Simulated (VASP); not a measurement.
Input of a VASP 6.6.1 run:

Contents of INCAR:

```
PREC = Accurate
ENCUT = 600
EDIFF = 1E-6
ISMEAR = 0
SIGMA = 0.1
LREAL = False
LASPH = True
NELM = 100
ALGO = Normal
ISIF = 3
LWAVE = False
LCHARG = False
GGA = PE
IBRION = 2
NSW = 90
EDIFFG = -0.04
```

File KPOINTS:

```
regular mesh
0
Gamma
  4 4 4
```

File POSCAR:

```
TaGeI
1.0
    4.6561228600      0.0000000000      0.0000000000
    0.0000000000      4.6561228600      0.0000000000
    0.0000000000      0.0000000000      6.9199936200
Ta Ge I
2 2 2
Direct
    0.5000000000      0.0000000000      0.2582420100
    0.0000000000      0.5000000000      0.7417579900
    0.5000000000      0.5000000000      0.0000000000
    0.0000000000      0.0000000000      0.0000000000
    0.5000000000      0.0000000000      0.7222849700
    0.0000000000      0.5000000000      0.2777150300
```

Potentials or basis: VASP PAW PBE potentials, release 64 (Ta_pv, Ge_d, I).

Command:

```bash
$ cat potpaw_PBE.64/Ta_pv/POTCAR potpaw_PBE.64/Ge_d/POTCAR potpaw_PBE.64/I/POTCAR > POTCAR
$ mpirun -np 1 vasp_std > vasp.out
```

Task: What does it give for the relaxed cell?

Result: a = 3.660 Å, b = 3.660 Å, c = 10.439 Å, α = 90.00°, β = 90.00°, γ = 90.00°.

Task: Estimate the relaxed volume.

Result: 23.31 Å³/atom.

Task: Estimate the space group after relaxing (to 0.05 Å).

Result: P4/nmm (No. 129).

Task: What does it give for the band gap on the k mesh?

Result: Zero (band 32 reaches 7.13 eV, above the bottom of band 33 at 7.03 eV).

Final structure:
```yaml
crystal:
  lattice:
    - [3.65990, 0.00000, 0.00000]
    - [0.00000, 3.65990, 0.00000]
    - [0.00000, 0.00000, 10.43943]
  atoms:
    - { symbol: Ta, position: [0.50000, 0.00000, 0.18819] }
    - { symbol: Ta, position: [0.00000, 0.50000, 0.81181] }
    - { symbol: Ge, position: [0.50000, 0.50000, 0.00000] }
    - { symbol: Ge, position: [0.00000, 0.00000, 0.00000] }
    - { symbol: I, position: [0.50000, 0.00000, 0.66592] }
    - { symbol: I, position: [0.00000, 0.50000, 0.33408] }
```

Caveat: spin-orbit coupling is left out, which moves the levels of the heavy elements; this functional lacks dispersion, which binds the layers, so the pressure and a relaxed spacing across them are unreliable.
